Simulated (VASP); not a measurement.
# V (P-1) in VASP: single point with PBE

Aim: the single point of V with PBE.

Everything below comes from runs of VASP 6.6.1. Logs are shortened: lines on timing, memory, paths and dates and some standing lists are left out, and cuts for length are marked.

## Step 1: The cell of the first run

The typed cell holds 1 atom: a = 2.764 Å, b = 2.587 Å, c = 2.694 Å, α = 57.81°, β = 58.52°, γ = 63.76°.

## Step 2: Single point, PBE, collinear spin, ferromagnetic start

The input, INCAR:

```
PREC     = Accurate       # precision mode
ENCUT    = 520            # plane-wave cutoff, eV
EDIFF    = 1E-6           # SCF threshold, eV
ISMEAR   = -1             # smearing method
SIGMA    = 0.05           # smearing width, eV
LREAL    = F              # projectors in reciprocal space
LASPH    = T              # aspherical terms in the spheres
NELM     = 150            # most SCF steps
ALGO     = Normal         # electronic algorithm
ISIF     = 2              # what is computed and relaxed
LWAVE    = F              # write WAVECAR
LCHARG   = F              # write CHGCAR
ISPIN    = 2              # spin polarisation
MAGMOM   = 2              # initial moments
LORBIT   = 11             # projections on sites
LMAXMIX  = 4              # l up to which the mixer works
GGA      = PE             # functional
NBANDS   = 16             # bands
```

The input, KPOINTS:

```
Automatic mesh
0
Gamma
  10 11 11
```

The input, POSCAR:

```
V
1.0
   -0.0756486300      2.0481251500      1.8548618400
    1.9021292400      0.0263380700      1.7528751400
    1.8823854000      1.9263946100      0.0460819200
V
1
Direct
    0.0000000000      0.0000000000      0.0000000000
```

Potentials or basis: VASP PAW PBE potentials, release 64 (V_sv).

Command:

```sh
$ cat potpaw_PBE.64/V_sv/POTCAR > POTCAR
$ mpirun -np 1 vasp_std > vasp.out
```

OUTCAR:

```text
PREC = Accurate
   ENCUT = 520
   EDIFF = 1E-6
   ISMEAR = -1
   LREAL = F
   LASPH = T
   NELM = 150
   ISIF = 2
   ISPIN = 2
   LORBIT = 11
   GGA = PE

 ion  position               nearest neighbor table
   1  0.000  0.000  0.000-

  LATTYP: Found a triclinic cell.
 ALAT       =     7.4671740081
 B/A-ratio  =     1.0085986732
 C/A-ratio  =     0.8045037910
 COS(alpha) =     0.0139530322
 COS(beta)  =     0.5079664306
 COS(gamma) =     0.8674479337

  Lattice vectors:

 A1 = (  -1.8659682900,   1.7256498600,  -7.0213234200)
 A2 = (   1.9941949800,   1.6302573900,  -7.0772282000)
 A3 = (  -5.7622925100,   0.0690544000,  -1.6969703600)

Analysis of symmetry for initial positions (statically):
=====================================================================
 Subroutine PRICEL returns:
 Original cell was already a primitive cell.

 Routine SETGRP: Setting up the symmetry group for a
 triclinic supercell.

 Subroutine GETGRP returns: Found  2 space group operations
 (whereof  2 operations were pure point group operations)
 out of a pool of  2 trial point group operations.

The static configuration has the point symmetry S_2 .

Analysis of symmetry for dynamics (positions and initial velocities):
=====================================================================
 Subroutine PRICEL returns:
 Original cell was already a primitive cell.

 Routine SETGRP: Setting up the symmetry group for a
 triclinic supercell.

 Subroutine GETGRP returns: Found  2 space group operations
 (whereof  2 operations were pure point group operations)
 out of a pool of  2 trial point group operations.

The dynamic configuration has the point symmetry S_2 .

Analysis of structural, dynamic, and magnetic symmetry:
=====================================================================
 Subroutine PRICEL returns:
 Original cell was already a primitive cell.

 Routine SETGRP: Setting up the symmetry group for a
 triclinic supercell.

 Subroutine GETGRP returns: Found  2 space group operations
 (whereof  2 operations were pure point group operations)
 out of a pool of  2 trial point group operations.

The overall configuration has the point symmetry S_2 .

 Subroutine INISYM returns: Found  2 space group operations
 (whereof  2 operations are pure point group operations),
 and found     1 'primitive' translations

----------------------------------------------------------------------------------------

                                     Primitive cell

  volume of cell :      13.5385

  direct lattice vectors                    reciprocal lattice vectors
    -0.075648630  2.048125150  1.854861840    -0.249326908  0.237244140  0.266991892
     1.902129240  0.026338070  1.752875140     0.256956904 -0.258156192  0.295533939
     1.882385400  1.926394610  0.046081920     0.261568922  0.270398206 -0.287903942

  length of vectors
     2.764245248  2.586766436  2.693788138     0.435583929  0.469054132  0.473732172

  position of ions in fractional coordinates (direct lattice)
     0.000000000  0.000000000  0.000000000

  ion indices of the primitive-cell ions
   primitive index   ion index
                 1           1

----------------------------------------------------------------------------------------

 KPOINTS: Automatic mesh

Automatic generation of k-mesh.
 Grid dimensions read from file:
 generate k-points for:   10   11   11

 Generating k-lattice:

  Cartesian coordinates                     Fractional coordinates (reciprocal lattice)
    -0.024932691  0.023724414  0.026699189     0.100000000  0.000000000 -0.000000000
     0.023359719 -0.023468745  0.026866722     0.000000000  0.090909091  0.000000000
     0.023778993  0.024581655 -0.026173086    -0.000000000 -0.000000000  0.090909091

  Length of vectors
     0.043558393  0.042641285  0.043066561

  Shift w.r.t. Gamma in fractional coordinates (k-lattice)
     0.000000000  0.000000000  0.000000000

 Subroutine IBZKPT returns following result:
 ===========================================

 Found    606 irreducible k-points:

 Following reciprocal coordinates:
            Coordinates               Weight
  0.000000  0.000000  0.000000      1.000000
  0.100000  0.000000 -0.000000      2.000000
  0.200000  0.000000 -0.000000      2.000000
  0.300000  0.000000 -0.000000      2.000000
  0.400000  0.000000 -0.000000      2.000000
  0.500000  0.000000 -0.000000      1.000000
[... 16 lines left out ...]
 -0.400000  0.181818  0.000000      2.000000
 -0.300000  0.181818  0.000000      2.000000
 [... further k-points ...]
   k-points           NKPTS =    606   k-points in BZ     NKDIM =    606   number of bands    NBANDS=     16
   number of dos      NEDOS =    301   number of ions     NIONS =      1
   total plane-waves  NPLWV =   9600
   dimension x,y,z NGX =    24 NGY =   20 NGZ =   20
   dimension x,y,z NGXF=    48 NGYF=   40 NGZF=   40
   ions per type =               1
   NGX,Y,Z   is equivalent  to a cutoff of  14.43, 12.85, 12.34 a.u.
   NGXF,Y,Z  is equivalent  to a cutoff of  28.87, 25.71, 24.69 a.u.
 SYSTEM =  unknown system
   PREC   = accura    normal or accurate (medium, high low for compatibility)
   ISTART =      0    job   : 0-new  1-cont  2-samecut
   ICHARG =      2    charge: 1-file 2-atom 10-const
   ISPIN  =      2    spin polarized calculation?
   LNONCOLLINEAR =      F non collinear calculations
   LSORBIT =      F    spin-orbit coupling
   LASPH  =      T    aspherical Exc in radial PAW
   ENCUT  =  520.0 eV  38.22 Ry    6.18 a.u.   5.14  4.81  5.01*2*pi/ulx,y,z
   NELM   =    150;   NELMIN=  2; NELMDL= -5     # of ELM steps
   EDIFF  = 0.1E-05   stopping-criterion for ELM
   LREAL  =      F    real-space projection
   EDIFFG = 0.1E-04   stopping-criterion for IOM
   NSW    =      0    number of steps for IOM
   IBRION =     -1    ionic relax: 0-MD 1-quasi-New 2-CG
   NFREE  =      0    steps in history (QN), initial steepest desc. (CG)
   ISIF   =      2    stress and relaxation
   ISYM   =      2    0-nonsym 1-usesym 2-fastsym
   POTIM  = 0.5000    time-step for ionic-motion
   TEBEG  =    0.0;   TEEND  =   0.0 temperature during run
   PSTRESS=    0.0 pullay stress
   NELECT =      13.0000    total number of electrons
   NUPDOWN=      -1.0000    fix difference up-down
   EMIN   =  10.00;   EMAX   =-10.00  energy-range for DOS
   EFERMI =   0.00;   METHOD = LEGACY
   ISMEAR =    -1;   SIGMA  =   0.05  broadening in eV -4-tet -1-fermi 0-gaus
   EFERMI_NEDOS =   21; number of points for ismear=-14 and -15
   IALGO  =     38    algorithm
   IMIX   =      4    mixing-type and parameters
     AMIX     =   0.40;   BMIX     =  1.00
     AMIX_MAG =   1.60;   BMIX_MAG =  1.00
  volume/ion in A,a.u.               =      13.54        91.36
  Fermi-wavevector in a.u.,A,eV,Ry     =   1.615098  3.052093 35.491376  2.608543
  Thomas-Fermi vector in A             =   2.709901
   LORBIT       =     11    0 simple, 1 ext, 2 COOP (PROOUT), +10 PAW based schemes
   GGA     = PE    functional components
   LHFCALC =     F    Hartree Fock is set to
   AEXX    =    0.0000 exact exchange contribution
   IVDW    =     0    specifies the selected vdW correction
   LEPSILON=     F    determine dielectric tensor
   LRPA    =     F    only Hartree local field effects (RPA)
 spin polarized calculation
  energy-cutoff  :      520.00
  volume of cell :       13.54
 maximum number of plane-waves:       376
 NGX is ok and might be reduce to    24
   NGX = 11   NGY =  9   NGZ =  9

 number of electron      12.9999995 magnetization       0.0347007

 number of electron      12.9999995 magnetization      -0.0003377

 Free energy of the ion-electron system (eV)
  ---------------------------------------------------
  ext. energy  EPLUGINS =         0.00000000
  ---------------------------------------------------
  free energy    TOTEN  =        -8.80281340 eV

  energy without entropy =       -8.78879420  energy(sigma->0) =       -8.79580380

 E-fermi :   9.9012     XC(G=0): -12.8674

 val. band max:        9.8944772924   @ k =   0.1000   0.1818   0.0909
 cond. band min:       9.9014793919   @ k =   0.3000  -0.1818   0.4545
 fundamental gap:      0.0070020995
 Fermi energy:         9.9012407629

 spin component 1

 k-point     1 :       0.0000    0.0000    0.0000
  band No.  band energies     occupation
      1     -54.0460      1.00000
      2     -27.4622      1.00000
      3     -27.3357      1.00000
      4     -27.2511      1.00000
      5       3.0833      1.00000
      6       9.4777      0.99979
[... 8 lines left out ...]
     15      36.4405      0.00000
     16      37.8738      0.00000

 k-point     2 :       0.1000    0.0000   -0.0000
  band No.  band energies     occupation
      1     -54.0332      1.00000
      2     -27.5334      1.00000
      3     -27.3469      1.00000
      4     -27.2561      1.00000
      5       3.4221      1.00000
      6       9.3814      0.99997
[... 8 lines left out ...]
     15      36.9125      0.00000
     16      39.0251      0.00000
[... 387 lines left out ...]
      5       7.4038      1.00000
      6       8.6477      1.00000
[... 8 lines left out ...]
     15      38.9867      0.00000
     16      39.4143      0.00000

 k-point    24 :      -0.3000    0.1818    0.0000
  band No.  band energies     occupation
      1     -53.8930      1.00000
      2     -27.9652      1.00000
      3     -27.5785      1.00000
      4     -27.4649      1.00000
      5       6.8983      1.00000
      6       8.8915      1.00000
[... 8 lines left out ...]
     15      36.9915      0.00000
     16      39.5942      0.00000

 [... further k-points ...]

 spin component 2

 k-point     1 :       0.0000    0.0000    0.0000
  band No.  band energies     occupation
      1     -54.0461      1.00000
      2     -27.4624      1.00000
      3     -27.3359      1.00000
      4     -27.2513      1.00000
      5       3.0831      1.00000
      6       9.4774      0.99979
[... 8 lines left out ...]
     15      36.4403      0.00000
     16      37.8738      0.00000

 k-point     2 :       0.1000    0.0000   -0.0000
  band No.  band energies     occupation
      1     -54.0333      1.00000
      2     -27.5336      1.00000
      3     -27.3472      1.00000
      4     -27.2563      1.00000
      5       3.4219      1.00000
      6       9.3811      0.99997
[... 8 lines left out ...]
     15      36.9123      0.00000
     16      39.0249      0.00000
[... 387 lines left out ...]
      5       7.4036      1.00000
      6       8.6475      1.00000
[... 8 lines left out ...]
     15      38.9867      0.00000
     16      39.4139      0.00000

 k-point    24 :      -0.3000    0.1818    0.0000
  band No.  band energies     occupation
      1     -53.8931      1.00000
      2     -27.9654      1.00000
      3     -27.5788      1.00000
      4     -27.4651      1.00000
      5       6.8981      1.00000
      6       8.8913      1.00000
[... 8 lines left out ...]
     15      36.9914      0.00000
     16      39.5939      0.00000

 [... further k-points ...]
[... 5 lines left out ...]
  --------------------------------------------------------------------------------------
  -------------------------------------------------------------------------------------
  Total        0.6549298      0.8757855     -0.6867000      0.1028180     -0.0968117      0.0803006
  in kB       77.5058281    103.6423824    -81.2655811     12.1677024    -11.4569061      9.5029507
  external PRESSURE =      33.2942098 kB  Pullay stress =       0.0000000 kB

 VOLUME and BASIS-vectors are now :
 -----------------------------------------------------------------------------
  energy-cutoff  :      520.00
  volume of cell :       13.54
      direct lattice vectors                 reciprocal lattice vectors
    -0.075648630  2.048125150  1.854861840    -0.249326908  0.237244140  0.266991892
     1.902129240  0.026338070  1.752875140     0.256956904 -0.258156192  0.295533939
     1.882385400  1.926394610  0.046081920     0.261568922  0.270398206 -0.287903942

 POSITION                                       TOTAL-FORCE (eV/Angst)
 -----------------------------------------------------------------------------------
      0.00000      0.00000      0.00000        -0.000000      0.000000     -0.000000
 -----------------------------------------------------------------------------------
    total drift:                                0.000000      0.000000      0.000000

  FREE ENERGIE OF THE ION-ELECTRON SYSTEM (eV)
  ---------------------------------------------------
  free  energy   TOTEN  =        -8.8028133999 eV

  energy  without entropy=       -8.7887941956  energy(sigma->0) =       -8.79580380

 total charge

# of ion       s       p       d       tot
------------------------------------------
    1        2.346   6.223   3.086  11.656

 magnetization (x)

# of ion       s       p       d       tot
------------------------------------------
    1       -0.000  -0.000  -0.000  -0.000
```

Run time: 99 s. Hardware: 1 thread of Intel Xeon Platinum 8488C (Sapphire Rapids), shared host; peak memory 0.29 GiB.

Results:

```
Free energy                                           : -8.8028 eV
Pressure                                              : 3.3 GPa
Net moment                                            : 0.00 μB per cell
Valence electrons inside the program's atomic spheres : V 11.66
```

Levels at points of the mesh, in eV from the Fermi level:
Spin up:
```csv
k point,band 3,band 4,band 5,band 6,band 7,band 8,band 9,band 10
"(0.00, 0.00, 0.00)",-37.24,-37.15,-6.82,-0.42,0.18,0.98,1.69,2.50
"(0.50, 0.00, 0.00)",-37.34,-37.20,-3.37,-0.23,0.17,0.85,2.99,3.33
```
Spin down:
| k point | band 3 | band 4 | band 5 | band 6 | band 7 | band 8 | band 9 | band 10 |
| --- | --- | --- | --- | --- | --- | --- | --- | --- |
| (0.00, 0.00, 0.00) | -37.24 | -37.15 | -6.82 | -0.42 | 0.18 | 0.98 | 1.69 | 2.50 |
| (0.50, 0.00, 0.00) | -37.34 | -37.20 | -3.37 | -0.23 | 0.17 | 0.85 | 2.99 | 3.33 |
